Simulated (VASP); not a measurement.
Wanted: the native input for a VASP 6.6.1 run.

```yaml
Task: single point
Functional: r2SCAN
Potentials_or_basis: VASP PAW PBE potentials, release 64 (Li_sv, H)
Cutoff: 830 eV
k_mesh: 10 × 10 × 10
Occupations: gaussian, width 0.01 eV
Spin: no spin polarisation
Dipole_correction: no
Further_INCAR_settings: ALGO = Normal; EDIFF = 1e-06; NBANDS = 9
```

The system is LiH.

```xyz
2
Lattice="0.0000 1.9625 1.9625 1.9625 0.0000 1.9625 1.9625 1.9625 0.0000" Properties=species:S:1:pos:R:3 pbc="T T T"
Li    0.0000    0.0000    0.0000
H     1.9625    1.9625    1.9625
```

This cell differs from its parent crystal: volume changed by -6%.

The input as run:

POSCAR

```
LiH
1.0
    0.0000000000      1.9625015504      1.9625015504
    1.9625015504      0.0000000000      1.9625015504
    1.9625015504      1.9625015504      0.0000000000
Li H
1 1
Direct
    0.0000000000      0.0000000000      0.0000000000
    0.5000000000      0.5000000000      0.5000000000
```

INCAR.step1

```
PREC = Accurate ; ENCUT = 830
ISMEAR = 0 ; SIGMA = 0.01
LREAL = F ; LASPH = T
NELM = 120 ; NBANDS = 9
GGA = PE ; ALGO = Normal
EDIFF = 1E-5 ; LWAVE = T
LCHARG = F ; GGA_COMPAT = F
```

INCAR.step2

```
PREC = Accurate ; ENCUT = 830
EDIFF = 1E-6 ; ISMEAR = 0
SIGMA = 0.01 ; LREAL = F
LASPH = T ; NELM = 120
ALGO = Normal ; ISIF = 2
LWAVE = F ; LCHARG = F
METAGGA = R2SCAN ; LMIXTAU = T
NBANDS = 9 ; ISTART = 1
GGA_COMPAT = F
```

KPOINTS

```
Automatic mesh
0
Gamma
  10 10 10
```

Potentials or basis: VASP PAW PBE potentials, release 64 (Li_sv, H).

Run with:

```console
$ cat potpaw_PBE.64/Li_sv/POTCAR potpaw_PBE.64/H/POTCAR > POTCAR
$ cp INCAR.step1 INCAR
$ mpirun -np 1 vasp_std > vasp.out
$ cp INCAR.step2 INCAR
$ mpirun -np 1 vasp_std > vasp.out
```

Results of the run:

- Pressure: 2.1 GPa
- Band gap on the k mesh: 3.54 eV, direct

Caveat: the PAW data sets were made with another functional, which shifts forces and pressure a little.

Wall time 120 s on 1 thread of Intel Xeon 8259CL (shared host), peak memory 0.16 GiB.
